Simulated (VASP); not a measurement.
Input of a VASP 6.6.1 run:

INCAR

```
PREC = Accurate ; ENCUT = 600
EDIFF = 1E-7 ; ISMEAR = 0
SIGMA = 0.2 ; LREAL = F
LASPH = T ; NELM = 120
ALGO = Normal ; ISIF = 3
LWAVE = F ; LCHARG = F
GGA = PE ; IBRION = 2
NSW = 36 ; EDIFFG = -0.08
GGA_COMPAT = F ; NELMIN = 4
```

Contents of KPOINTS:

```
Automatic mesh
0
Gamma
  4 4 2
```

Contents of POSCAR:

```
MgCd3Se3
1.0
    4.7404783500      0.0000000000      0.0000000000
   -2.3702391800      4.1053746800      0.0000000000
    0.0000000000      0.0000000000     10.6781286800
Mg Cd Se
1 3 3
Direct
    0.0000000000      0.0000000000      0.5000000000
    0.0000000000      0.0000000000      0.2383385400
    0.0000000000      0.0000000000      0.7616614600
    0.0000000000      0.0000000000      0.0000000000
    0.5000000000      0.0000000000      0.0000000000
    0.0000000000      0.5000000000      0.0000000000
    0.5000000000      0.5000000000      0.0000000000
```

Potentials or basis: VASP PAW PBE potentials, release 64 (Mg, Cd, Se).

The run is started by

```bash
$ cat potpaw_PBE.64/Mg/POTCAR potpaw_PBE.64/Cd/POTCAR potpaw_PBE.64/Se/POTCAR > POTCAR
$ mpirun -np 1 vasp_std > vasp.out
```

(1) Predict the band gap on the k mesh.

(2) What does it give for the relaxed cell?

Answers

(1) zero (bands 28 and 29 overlap by 1.21 eV).

(2) a = 5.808 Å, b = 5.808 Å, c = 11.471 Å, α = 90.00°, β = 90.00°, γ = 120.00°.

Caveat: the k points lie up to 0.31 Å⁻¹ apart in the final cell, too coarse for converged energies and pressures of a metal.
